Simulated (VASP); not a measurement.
# La (Im-3m) in VASP: a series of runs

The runs below take La through single point, with PBE.

Program: VASP 6.6.1. These are calculated values, not measurements. Logs are shortened: lines on timing, memory, paths and dates and some standing lists are left out, and cuts for length are marked.

## Step 1: The cell of the first run

Symmetry: Im-3m, No. 229, cubic system. Conventional cell: a = 4.142 Å, b = 4.142 Å, c = 4.142 Å, α = 90.00°, β = 90.00°, γ = 90.00°. La (site symmetry m-3m) has 14 La at 3.59 to 4.14 Å within 4.7 Å.

This isn't the form of La at room conditions, which is double hcp.

## Step 2: Single point, PBE

The input, INCAR:

```
  ALGO = Normal
  EDIFF = 1E-6
  ENCUT = 520
  GGA = PE
  ISIF = 2
  ISMEAR = -1
  LASPH = True
  LCHARG = True
  LELF = True
  LREAL = False
  LVHAR = True
  LWAVE = False
  NBANDS = 12
  NELM = 100
  PREC = Accurate
  SIGMA = 0.06122561905347299
```

The input, KPOINTS:

```
k-points
0
Gamma
  18 18 18
```

The input, POSCAR:

```
La
1.0
   -2.0712438905      2.0712438905      2.0712438905
    2.0712438905     -2.0712438905      2.0712438905
    2.0712438905      2.0712438905     -2.0712438905
La
1
Direct
    0.0000000000      0.0000000000      0.0000000000
```

Potentials or basis: VASP PAW PBE potentials, release 64 (La).

Launch:

```bash
$ cat potpaw_PBE.64/La/POTCAR > POTCAR
$ mpirun -np 1 vasp_std > vasp.out
```

OUTCAR:

```text
EDIFF = 1E-6
   ENCUT = 520
   GGA = PE
   ISIF = 2
   ISMEAR = -1
   LASPH = True
   LREAL = False
   NELM = 100
   PREC = Accurate

 ion  position               nearest neighbor table
   1  0.000  0.000  0.000-

  LATTYP: Found a body centered cubic cell.
 ALAT       =     4.1424877810

  Lattice vectors:

 A1 = (  -2.0712438905,   2.0712438905,   2.0712438905)
 A2 = (   2.0712438905,  -2.0712438905,   2.0712438905)
 A3 = (   2.0712438905,   2.0712438905,  -2.0712438905)

Analysis of symmetry for initial positions (statically):
=====================================================================
 Subroutine PRICEL returns:
 Original cell was already a primitive cell.

 Routine SETGRP: Setting up the symmetry group for a
 body centered cubic supercell.

 Subroutine GETGRP returns: Found 48 space group operations
 (whereof 48 operations were pure point group operations)
 out of a pool of 48 trial point group operations.

The static configuration has the point symmetry O_h .

Analysis of symmetry for dynamics (positions and initial velocities):
=====================================================================
 Subroutine PRICEL returns:
 Original cell was already a primitive cell.

 Routine SETGRP: Setting up the symmetry group for a
 body centered cubic supercell.

 Subroutine GETGRP returns: Found 48 space group operations
 (whereof 48 operations were pure point group operations)
 out of a pool of 48 trial point group operations.

The dynamic configuration has the point symmetry O_h .

 Subroutine INISYM returns: Found 48 space group operations
 (whereof 48 operations are pure point group operations),
 and found     1 'primitive' translations

----------------------------------------------------------------------------------------

                                     Primitive cell

  volume of cell :      35.5430

  direct lattice vectors                    reciprocal lattice vectors
    -2.071243890  2.071243890  2.071243890     0.000000000  0.241400833  0.241400833
     2.071243890 -2.071243890  2.071243890     0.241400833  0.000000000  0.241400833
     2.071243890  2.071243890 -2.071243890     0.241400833  0.241400833  0.000000000

  length of vectors
     3.587499653  3.587499653  3.587499653     0.341392332  0.341392332  0.341392332

  position of ions in fractional coordinates (direct lattice)
     0.000000000  0.000000000  0.000000000

  ion indices of the primitive-cell ions
   primitive index   ion index
                 1           1

----------------------------------------------------------------------------------------

 KPOINTS: k-points

Automatic generation of k-mesh.
 Grid dimensions read from file:
 generate k-points for:   18   18   18

 Generating k-lattice:

  Cartesian coordinates                     Fractional coordinates (reciprocal lattice)
     0.000000000  0.013411157  0.013411157     0.055555556  0.000000000  0.000000000
     0.013411157  0.000000000  0.013411157     0.000000000  0.055555556  0.000000000
     0.013411157  0.013411157  0.000000000     0.000000000  0.000000000  0.055555556

  Length of vectors
     0.018966241  0.018966241  0.018966241

  Shift w.r.t. Gamma in fractional coordinates (k-lattice)
     0.000000000  0.000000000  0.000000000

 Subroutine IBZKPT returns following result:
 ===========================================

 Found    195 irreducible k-points:

 Following reciprocal coordinates:
            Coordinates               Weight
  0.000000  0.000000  0.000000      1.000000
  0.055556  0.000000  0.000000     12.000000
  0.111111  0.000000  0.000000     12.000000
  0.166667  0.000000  0.000000     12.000000
  0.222222  0.000000  0.000000     12.000000
  0.277778  0.000000  0.000000     12.000000
[... 16 lines left out ...]
  0.333333  0.111111  0.000000     48.000000
  0.388889  0.111111  0.000000     48.000000
 [... further k-points ...]
   k-points           NKPTS =    195   k-points in BZ     NKDIM =    195   number of bands    NBANDS=     12
   number of dos      NEDOS =    301   number of ions     NIONS =      1
   total plane-waves  NPLWV =  21952
   dimension x,y,z NGX =    28 NGY =   28 NGZ =   28
   dimension x,y,z NGXF=    56 NGYF=   56 NGZF=   56
   ions per type =               1
   NGX,Y,Z   is equivalent  to a cutoff of  12.98, 12.98, 12.98 a.u.
   NGXF,Y,Z  is equivalent  to a cutoff of  25.95, 25.95, 25.95 a.u.
 SYSTEM =  unknown system
   PREC   = accura    normal or accurate (medium, high low for compatibility)
   ISTART =      0    job   : 0-new  1-cont  2-samecut
   ICHARG =      2    charge: 1-file 2-atom 10-const
   ISPIN  =      1    spin polarized calculation?
   LNONCOLLINEAR =      F non collinear calculations
   LSORBIT =      F    spin-orbit coupling
   LASPH  =      T    aspherical Exc in radial PAW
   ENCUT  =  520.0 eV  38.22 Ry    6.18 a.u.   6.67  6.67  6.67*2*pi/ulx,y,z
   NELM   =    100;   NELMIN=  2; NELMDL= -5     # of ELM steps
   EDIFF  = 0.1E-05   stopping-criterion for ELM
   LREAL  =      F    real-space projection
   EDIFFG = 0.1E-04   stopping-criterion for IOM
   NSW    =      0    number of steps for IOM
   IBRION =     -1    ionic relax: 0-MD 1-quasi-New 2-CG
   NFREE  =      0    steps in history (QN), initial steepest desc. (CG)
   ISIF   =      2    stress and relaxation
   ISYM   =      2    0-nonsym 1-usesym 2-fastsym
   POTIM  = 0.5000    time-step for ionic-motion
   TEBEG  =    0.0;   TEEND  =   0.0 temperature during run
   PSTRESS=    0.0 pullay stress
   NELECT =      11.0000    total number of electrons
   NUPDOWN=      -1.0000    fix difference up-down
   EMIN   =  10.00;   EMAX   =-10.00  energy-range for DOS
   EFERMI =   0.00;   METHOD = LEGACY
   ISMEAR =    -1;   SIGMA  =   0.06  broadening in eV -4-tet -1-fermi 0-gaus
   EFERMI_NEDOS =   21; number of points for ismear=-14 and -15
   IALGO  =     38    algorithm
   IMIX   =      4    mixing-type and parameters
     AMIX     =   0.40;   BMIX     =  1.00
     AMIX_MAG =   1.60;   BMIX_MAG =  1.00
  volume/ion in A,a.u.               =      35.54       239.86
  Fermi-wavevector in a.u.,A,eV,Ry     =   1.107357  2.092602 16.684014  1.226240
  Thomas-Fermi vector in A             =   2.243871
   LORBIT       =      0    0 simple, 1 ext, 2 COOP (PROOUT), +10 PAW based schemes
   GGA     = PE    functional components
   LHFCALC =     F    Hartree Fock is set to
   AEXX    =    0.0000 exact exchange contribution
   IVDW    =     0    specifies the selected vdW correction
   LEPSILON=     F    determine dielectric tensor
   LRPA    =     F    only Hartree local field effects (RPA)
 non-spin polarized calculation
  energy-cutoff  :      520.00
  volume of cell :       35.54
 maximum number of plane-waves:       976
   NGX = 13   NGY = 13   NGZ = 13

 number of electron      11.0000000 magnetization

 Free energy of the ion-electron system (eV)
  ---------------------------------------------------
  ext. energy  EPLUGINS =         0.00000000
  ---------------------------------------------------
  free energy    TOTEN  =        -4.76244996 eV

  energy without entropy =       -4.72551647  energy(sigma->0) =       -4.74398321

 E-fermi :   8.2776     XC(G=0):  -9.7409

 val. band max:        8.2766509235   @ k =  -0.3889  -0.4444   0.1111
 cond. band min:       8.2789890009   @ k =   0.2778   0.0556   0.0556
 fundamental gap:      0.0023380774
 Fermi energy:         8.2776499910

 k-point     1 :       0.0000    0.0000    0.0000
  band No.  band energies     occupation
      1     -24.5438      2.00000
      2      -7.4371      2.00000
      3      -7.4371      2.00000
      4      -7.4371      2.00000
      5       5.1494      2.00000
      6       9.8146      0.00000
      7       9.8146      0.00000
      8       9.8146      0.00000
      9       9.8600      0.00000
     10       9.8600      0.00000
     11       9.8600      0.00000
     12      10.6727      0.00000

 k-point     2 :       0.0556    0.0000    0.0000
  band No.  band energies     occupation
      1     -24.5365      2.00000
      2      -7.4914      2.00000
      3      -7.4527      2.00000
      4      -7.4378      2.00000
      5       5.2545      2.00000
      6       9.5955      0.00000
      7       9.5975      0.00000
      8       9.8554      0.00000
      9       9.8567      0.00000
     10      10.0340      0.00000
     11      10.0391      0.00000
     12      10.6741      0.00000

 k-point     3 :       0.1111    0.0000    0.0000
  band No.  band energies     occupation
      1     -24.5156      2.00000
      2      -7.6443      2.00000
      3      -7.4972      2.00000
      4      -7.4399      2.00000
      5       5.5495      2.00000
      6       9.3253      0.00000
      7       9.3270      0.00000
      8       9.8440      0.00000
      9       9.9557      0.00000
     10      10.1794      0.00000
     11      10.1958      0.00000
     12      10.6320      0.00000
[... 286 lines left out ...]
 k-point    23 :       0.3333    0.1111    0.0000
  band No.  band energies     occupation
      1     -24.3165      2.00000
      2      -8.7986      2.00000
      3      -7.9239      2.00000
      4      -7.5274      2.00000
      5       6.8307      2.00000
      6       8.2159      1.46538
      7       9.5098      0.00000
      8       9.9407      0.00000
      9      10.2286      0.00000
     10      10.4230      0.00000
     11      10.5046      0.00000
     12      10.6213      0.00000

 k-point    24 :       0.3889    0.1111    0.0000
  band No.  band energies     occupation
      1     -24.2956      2.00000
      2      -8.9017      2.00000
      3      -7.9734      2.00000
      4      -7.5309      2.00000
      5       6.7384      2.00000
      6       8.1458      1.79195
      7       9.7526      0.00000
      8       9.9352      0.00000
      9      10.2375      0.00000
     10      10.4959      0.00000
     11      10.5325      0.00000
     12      10.6219      0.00000

 [... further k-points ...]
[... 5 lines left out ...]
  --------------------------------------------------------------------------------------
  -------------------------------------------------------------------------------------
  Total        0.3958272      0.3958272      0.3958272     -0.0000000      0.0000000     -0.0000000
  in kB       17.8427783     17.8427783     17.8427783     -0.0000000      0.0000000     -0.0000000
  external PRESSURE =      17.8427783 kB  Pullay stress =       0.0000000 kB

 VOLUME and BASIS-vectors are now :
 -----------------------------------------------------------------------------
  energy-cutoff  :      520.00
  volume of cell :       35.54
      direct lattice vectors                 reciprocal lattice vectors
    -2.071243890  2.071243890  2.071243890     0.000000000  0.241400833  0.241400833
     2.071243890 -2.071243890  2.071243890     0.241400833  0.000000000  0.241400833
     2.071243890  2.071243890 -2.071243890     0.241400833  0.241400833  0.000000000

 POSITION                                       TOTAL-FORCE (eV/Angst)
 -----------------------------------------------------------------------------------
      0.00000      0.00000      0.00000        -0.000000     -0.000000     -0.000000
 -----------------------------------------------------------------------------------
    total drift:                                0.000000     -0.000000     -0.000000

  FREE ENERGIE OF THE ION-ELECTRON SYSTEM (eV)
  ---------------------------------------------------
  free  energy   TOTEN  =        -4.7624499597 eV

  energy  without entropy=       -4.7255164655  energy(sigma->0) =       -4.74398321
```

Run time: 75 s. Hardware: 1 thread of Intel Xeon Platinum 8488C (Sapphire Rapids), shared host; peak memory 0.25 GiB.

What came out:

```
Free energy            : -4.7624 eV
Pressure               : 1.8 GPa
Band gap on the k mesh : zero (an odd number of electrons rules out a gap without spin polarisation)
```

Levels at points of the mesh, in eV from the Fermi level:
| k point | band 2 | band 3 | band 4 | band 5 | band 6 | band 7 | band 8 | band 9 | band 10 | band 11 |
| --- | --- | --- | --- | --- | --- | --- | --- | --- | --- | --- |
| (0.00, 0.00, 0.00) | -15.71 | -15.71 | -15.71 | -3.13 | 1.54 | 1.54 | 1.54 | 1.58 | 1.58 | 1.58 |
| (0.50, 0.00, 0.00) | -17.27 | -16.20 | -15.74 | -1.86 | -0.23 | 1.59 | 1.70 | 1.97 | 2.26 | 2.27 |
| (0.50, 0.50, 0.50) | -16.76 | -16.76 | -16.76 | -2.01 | -2.01 | 1.75 | 1.93 | 1.93 | 1.93 | 2.47 |

Caveat: spin-orbit coupling is left out, which moves the levels of the heavy elements.

## Step 3: Single point, PBE

The input, INCAR:

```
SYSTEM = La
PREC     = Accurate       ! precision mode
ENCUT    = 520            ! plane-wave cutoff, eV
EDIFF    = 1E-6           ! SCF threshold, eV
ISMEAR   = -1             ! smearing method
SIGMA    = 0.06122561905347299 ! smearing width, eV
LREAL    = .False.        ! projectors in reciprocal space
LASPH    = .True.         ! aspherical terms in the spheres
NELM     = 100            ! most SCF steps
ALGO     = Normal         ! electronic algorithm
ISIF     = 2              ! what is computed and relaxed
LWAVE    = .False.        ! write WAVECAR
LCHARG   = .False.        ! write CHGCAR
GGA      = PE             ! functional
NBANDS   = 12             ! bands
```

The input, KPOINTS:

```
Automatic mesh
0
Gamma
  18 18 18
  0 0 0
```

POSCAR is that of step 2.

Potentials or basis: VASP PAW PBE potentials, release 64 (La).

Launch:

```bash
$ cat potpaw_PBE.64/La/POTCAR > POTCAR
$ mpirun -np 1 vasp_std > vasp.out
```

It took 68 s on 1 thread of Intel Xeon Platinum 8488C (Sapphire Rapids), shared host; peak memory 0.24 GiB.

The run converged. Its results:

```
Free energy            : -4.7624 eV
Pressure               : 1.8 GPa
Band gap on the k mesh : zero (an odd number of electrons rules out a gap without spin polarisation)
```

Levels at points of the mesh, in eV from the Fermi level:
```tsv
k point	band 4	band 5	band 6	band 7	band 8	band 9
(0.00, 0.00, 0.00)	-15.71	-3.13	1.54	1.54	1.54	1.58
(0.50, 0.00, 0.00)	-15.74	-1.86	-0.23	1.59	1.70	1.97
(0.50, 0.50, 0.50)	-16.76	-2.01	-2.01	1.75	1.93	1.93
```

Caveat: spin-orbit coupling is left out, which moves the levels of the heavy elements.

(Continued in part 2 of 2.)
